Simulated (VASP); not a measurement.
Set up this calculation in VASP 6.6.1, as the native input.

* Task: relaxation of shape and atoms at fixed volume
* Functional: RPBE
* Potentials or basis: VASP PAW PBE potentials, release 64 (Si, S)
* Cutoff: 500 eV
* k mesh: 6 × 6 × 6
* Occupations: gaussian, width 0.05 eV
* Spin: no spin polarisation
* Dipole correction: no
* Further INCAR settings: ALGO = Normal; EDIFF = 1e-07; IBRION = 2; EDIFFG = -0.04; NSW = 60; ISIF = 4

The structure of SiS2 lies in POSCAR:

```
SiS2
1.0
   -3.1997084219      5.7493016616      2.9122778509
    3.1997084219     -5.7493016616      2.9122778509
    3.1997084219      5.7493016616     -2.9122778509
Si S
2 4
Direct
    0.7500000000      0.7500000000      0.0000000000
    0.2500000000      0.2500000000      0.0000000000
    0.8956421581      0.8116620034      0.7073041615
    0.1043578419      0.1883379966      0.2926958385
    0.3956421581      0.6883379966      0.0839801548
    0.6043578419      0.3116620034      0.9160198452
```

The input as run:

INCAR

```
SYSTEM = SiS2
PREC = Accurate
ENCUT = 500
EDIFF = 1E-7
ISMEAR = 0
SIGMA = 0.05
LREAL = .FALSE.
LASPH = .TRUE.
NELM = 120
ALGO = Normal
ISIF = 4
LWAVE = .FALSE.
LCHARG = .FALSE.
GGA = RP
IBRION = 2
NSW = 60
EDIFFG = -0.04
GGA_COMPAT = .FALSE.
NELMIN = 4
```

KPOINTS

```
Automatic mesh
0
G
  6 6 6
  0 0 0
```

Potentials or basis: VASP PAW PBE potentials, release 64 (Si, S).

The run is started by

```bash
$ cat potpaw_PBE.64/Si/POTCAR potpaw_PBE.64/S/POTCAR > POTCAR
$ mpirun -np 1 vasp_std > vasp.out
```

Results of the run:

| Item | Value |
| --- | --- |
| Energy gained by relaxing | 62.4 meV/atom |
| Ionic steps | 5 |
| Pressure after relaxing | 0.1 GPa |
| Largest force after relaxing | 0.003 eV/Å |
| Band gap on the k mesh | 3.23 eV (least direct gap 3.59 eV) |

Caveat: the PAW data sets were made with another functional, which shifts forces and pressure a little.

Wall time 11 min on 1 thread of Intel(R) Xeon(R) Platinum 8488C (Sapphire Rapids) (shared host), peak memory 0.5 GiB.
